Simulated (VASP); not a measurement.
Input of a VASP 6.6.1 run:

Contents of INCAR:

```
PREC = Accurate
ENCUT = 520
EDIFF = 1E-6
ISMEAR = -1
SIGMA = 0.05
LREAL = Auto
LASPH = T
NELM = 150
ALGO = Normal
ISIF = 2
LWAVE = F
LCHARG = F
ISPIN = 2
MAGMOM = 0 0 0 0 0 0 0 0 0 0 0 0 0 0 0 0 0 0 0 0 0 0 0 0 1
LORBIT = 11
GGA = PE
IVDW = 12
NBANDS = 86
```

Contents of KPOINTS:

```
Automatic mesh
0
Gamma
  2 2 2
```

File POSCAR:

```
Si8HO16
1.0
   -4.1180000000     -4.1180000000      0.0000000000
    4.1180000000     -4.1180000000      0.0000000000
    0.0000000000      0.0000000000      5.2980000000
Si O H
8 16 1
Direct
    0.5664400194      0.5010441962      0.0548320121
    0.0019184070      0.4922292375      0.3007172518
    0.5368018456      0.4668649830      0.5722159305
    0.0026347742      0.4978266149      0.7594752737
    0.0369718310     -0.0004978145      0.0539448849
    0.5000485673      0.0158572122      0.3211023028
    0.0027197669     -0.0626032054      0.5463004908
    0.5219038368      0.0301845556      0.8331823330
    0.2261656144      0.5255585236      0.0306342016
   -0.0098227295      0.2018576979      0.2677614194
    0.8182734337      0.4897158815      0.0698376746
    0.0048688684      0.7950339971      0.2432238581
    0.1780961632      0.4853569694      0.5469988675
   -0.0199368626      0.1904322487      0.8084371461
    0.8176906265      0.5173020884      0.4656096640
   -0.0291039339      0.7395216124      0.7854284636
    0.7052574065      0.0555730937      0.0136466591
    0.5132588635      0.6746478873      0.3285390713
    0.3273919378     -0.0033997086      0.0377123443
    0.5059494900      0.2965031569      0.2752170630
    0.6764448762      0.0234337057      0.5632880332
    0.5613161729      0.7089363769      0.7629671574
    0.3008620690      0.0316294318      0.5635522839
    0.5497328800      0.3098348713      0.7542657607
    0.2779990287      0.5824915007      0.5329747074
```

Potentials or basis: VASP PAW PBE potentials, release 64 (Si, O, H).

Command:

```bash
$ cat potpaw_PBE.64/Si/POTCAR potpaw_PBE.64/O/POTCAR potpaw_PBE.64/H/POTCAR > POTCAR
$ mpirun -np 1 vasp_std > vasp.out
```

(1) Predict the pressure.

(2) Estimate the net moment.

(3) What does it give for the largest force?

Results:

(1) 74.0 GPa.

(2) 0.00 μB per cell.

(3) 24.475 eV/Å.

Caveat: the k points lie up to 0.59 Å⁻¹ apart.
